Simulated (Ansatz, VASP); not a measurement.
Hf3SnS8 in VASP and in Ansatz

Contents of INCAR:

```
  PREC = Accurate
  ENCUT = 520
  EDIFF = 1E-7
  ISMEAR = 0
  SIGMA = 0.02
  LREAL = F
  LASPH = T
  NELM = 80
  ALGO = Normal
  ISIF = 2
  LWAVE = F
  LCHARG = F
  GGA = CA
  NBANDS = 58
```

KPOINTS

```
Automatic mesh
0
Gamma
  12 12 1
```

The input POSCAR:

```
Hf3SnS8
1.0
    3.6639683008      0.0000000000      0.0000000000
   -1.8319841504      3.1730896272      0.0000000000
    0.0000000000      0.0000000000     27.7541483362
Hf Sn S
3 1 8
Direct
    0.3333333333      0.6666666667      0.3117525035
    0.3333333333      0.6666666667      0.8138778822
    0.6666666667      0.3333333333      0.0628005990
    0.6666666667      0.3333333333      0.5615757754
    0.6666666667      0.3333333333      0.3636681203
    0.6666666667      0.3333333333      0.8657925140
    0.3333333333      0.6666666667      0.1147151731
    0.3333333333      0.6666666667      0.6152973566
    0.0000000000      0.0000000000      0.0108808608
    0.0000000000      0.0000000000      0.5078537579
    0.0000000000      0.0000000000      0.2598327612
    0.0000000000      0.0000000000      0.7619566560
```

Input for Ansatz:

```yaml
crystal:
  lattice:
    - [3.6639683008, 0.0, 0.0]
    - [-1.8319841504, 3.1730896272, 0.0]
    - [0.0, 0.0, 27.7541483362]
  atoms:
    - { symbol: Hf, position: [0.3333333333, 0.6666666667, 0.3117525035] }
    - { symbol: Hf, position: [0.3333333333, 0.6666666667, 0.8138778822] }
    - { symbol: Hf, position: [0.6666666667, 0.3333333333, 0.062800599] }
    - { symbol: Sn, position: [0.6666666667, 0.3333333333, 0.5615757754] }
    - { symbol: S, position: [0.6666666667, 0.3333333333, 0.3636681203] }
    - { symbol: S, position: [0.6666666667, 0.3333333333, 0.865792514] }
    - { symbol: S, position: [0.3333333333, 0.6666666667, 0.1147151731] }
    - { symbol: S, position: [0.3333333333, 0.6666666667, 0.6152973566] }
    - { symbol: S, position: [0.0, 0.0, 0.0108808608] }
    - { symbol: S, position: [0.0, 0.0, 0.5078537579] }
    - { symbol: S, position: [0.0, 0.0, 0.2598327612] }
    - { symbol: S, position: [0.0, 0.0, 0.761956656] }
basis:
  ecutwfc: 420
kpoints:
  mp_grid: { grid: [12, 12, 1] }
  band_path:
    path:
      - [[0.0, 0.0, 0.0], [0.5, 0.0, 0.0], [0.33333333, 0.33333333, 0.0], [0.0, 0.0, 0.0], [0.0, 0.0, 0.5], [0.5, 0.0, 0.5], [0.33333333, 0.33333333, 0.5], [0.0, 0.0, 0.5]]
      - [[0.5, 0.0, 0.5], [0.5, 0.0, 0.0]]
      - [[0.33333333, 0.33333333, 0.5], [0.33333333, 0.33333333, 0.0]]
    npoints: 10
hamiltonian:
  xc: lda
scf:
  occupations: { method: gaussian, width: 0.02 }
  n_extra_bands: 30
output:
  forces: true
  stress: true
  eigenvalues: true
  populations: true
  dos: { projected: true, de: 0.02, nscf_kmesh: { grid: [18, 18, 2] } }
  bader: false
  write_density: true
  write_potential: true
  elf: true
  volumetric_format: npy
```

Alike in both runs: task single point; functional LDA; k mesh 12 × 12 × 1; occupations gaussian, width 0.02 eV; no spin polarisation.

|  | VASP | Ansatz |
| --- | --- | --- |
| version | VASP 6.6.1 | Ansatz 0.2.0 |
| potentials or method | VASP PAW LDA potentials, release 64 (Hf_pv, Sn_d, S), cutoff 520 eV | scalar-relativistic, plane waves, PAW |
| valence electrons in the cell | 92 | 140 |

Ansatz gave:

* gap on the k mesh at the Fermi level (eV): 1.01
* least direct gap on the mesh (eV): 1.63
* pressure (GPa): -4.4
* traceless stress, the component that is largest in VASP (GPa): 0.87
* rms of the force components (eV/Å): 0.229

Question: Estimate VASP's values.

Answer: gap on the k mesh at the Fermi level (eV): 1.05; least direct gap on the mesh (eV): 1.65; pressure (GPa): -4.6; traceless stress, the component that is largest in VASP (GPa): 0.88; rms of the force components (eV/Å): 0.244.

LDA's correlation is that of Perdew and Zunger in VASP and of Perdew and Wang (1992) in Ansatz. Atom by atom the forces differ by 0.016 eV/Å (rms over components). VASP's potentials hold 92 valence electrons a cell and Ansatz's 140, so a difference there can come from the potentials and not from the codes.

Neither program's run includes spin-orbit coupling.
